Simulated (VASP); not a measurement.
The system is PbS.

```
Pb S
1.0
     3.65366    0.00000    0.00000
     0.00000    3.65366    0.00000
     0.00000    0.00000    3.65366
Pb S
1 1
Direct
  0.00000 0.00000 0.00000
  0.50000 0.50000 0.50000
```

| Item | Value |
| --- | --- |
| Program | VASP 6.6.1 |
| Task | relaxation of cell and atoms |
| Functional | RPBE |
| Potentials or basis | VASP PAW PBE potentials, release 64 (Pb_d, S) |
| Cutoff | 600 eV |
| k mesh | 7 × 7 × 7 |
| Occupations | fermi-dirac, width 0.05 eV |
| Spin | no spin polarisation |

At the start: pressure 2.0 GPa; volume 24.39 Å³/atom.

Where does the relaxation end?

Over 3 steps the energy falls by 5.9 meV/atom and the volume is 25.33 Å³/atom (+3.9 %); space group Pm-3m (No. 221, to 0.05 Å).

The path:
```csv
step,energy change (eV),largest force (eV/Å),pressure (GPa),volume (Å³)
1,0.0000,0.0000,2.04,48.77
2,-0.0115,0.0000,-0.33,51.00
3,-0.0118,0.0000,0.00,50.67
```

Final structure:
```xyz
2
Lattice="3.7003 0.0000 0.0000 0.0000 3.7003 0.0000 0.0000 0.0000 3.7003" Properties=species:S:1:pos:R:3 pbc="T T T"
Pb    0.0000    0.0000    0.0000
S     1.8502    1.8502    1.8502
```

Caveat: the PAW data sets were made with another functional, which shifts forces and pressure a little.
